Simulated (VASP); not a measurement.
Wanted: the native input for a VASP 6.6.1 run.

| Quantity | Value |
| --- | --- |
| Task | single point |
| Functional | r2SCAN |
| Dispersion | D3(BJ) |
| Potentials or basis | VASP PAW PBE potentials, release 64 (Zn, S) |
| Cutoff | 520 eV |
| k mesh | 9 × 9 × 9 |
| Occupations | fermi-dirac, width 0.05 eV |
| Spin | no spin polarisation |
| Dipole correction | no |
| Further INCAR settings | ALGO = Normal; EDIFF = 1e-07; NBANDS = 16 |

The system is ZnS.

```
Zn S
1.0
     0.00000    2.70200    2.70200
     2.70200    0.00000    2.70200
     2.70200    2.70200    0.00000
Zn S
1 1
Direct
  0.75000 0.75000 0.75000
  0.00000 0.00000 0.00000
```

The input as run:

POSCAR

```
ZnS
1.0
    0.0000000000      2.7020000000      2.7020000000
    2.7020000000      0.0000000000      2.7020000000
    2.7020000000      2.7020000000      0.0000000000
Zn S
1 1
Direct
    0.7500000000      0.7500000000      0.7500000000
    0.0000000000      0.0000000000      0.0000000000
```

INCAR.step1

```
SYSTEM = ZnS
PREC = Accurate
ENCUT = 520
ISMEAR = -1
SIGMA = 0.05
LREAL = .FALSE.
LASPH = .TRUE.
NELM = 80
NBANDS = 16
GGA = PE
ALGO = Normal
EDIFF = 1E-4
LWAVE = .TRUE.
LCHARG = .FALSE.
```

INCAR.step2

```
SYSTEM = ZnS
PREC = Accurate
ENCUT = 520
EDIFF = 1E-7
ISMEAR = -1
SIGMA = 0.05
LREAL = .FALSE.
LASPH = .TRUE.
NELM = 80
ALGO = Normal
ISIF = 2
LWAVE = .FALSE.
LCHARG = .FALSE.
METAGGA = R2SCAN
LMIXTAU = .TRUE.
IVDW = 12
VDW_S6 = 1.0
VDW_S8 = 0.78981345
VDW_A1 = 0.49484001
VDW_A2 = 5.73083694
NBANDS = 16
ISTART = 1
```

KPOINTS

```
regular mesh
0
G
  9 9 9
  0 0 0
```

Potentials or basis: VASP PAW PBE potentials, release 64 (Zn, S).

The run is started by

```sh
$ cat potpaw_PBE.64/Zn/POTCAR potpaw_PBE.64/S/POTCAR > POTCAR
$ cp INCAR.step1 INCAR
$ mpirun -np 1 vasp_std > vasp.out
$ cp INCAR.step2 INCAR
$ mpirun -np 1 vasp_std > vasp.out
```

It gave:

* Pressure: -1.8 GPa
* Band gap on the k mesh: 2.67 eV, direct
* Dispersion energy per atom: -0.146 eV

Caveat: the PAW data sets were made with another functional, which shifts forces and pressure a little.

Run time: 53 s on 1 thread of AMD EPYC 9R45 96-Core Processor (Zen 5), on a shared host, peak memory 0.15 GiB.
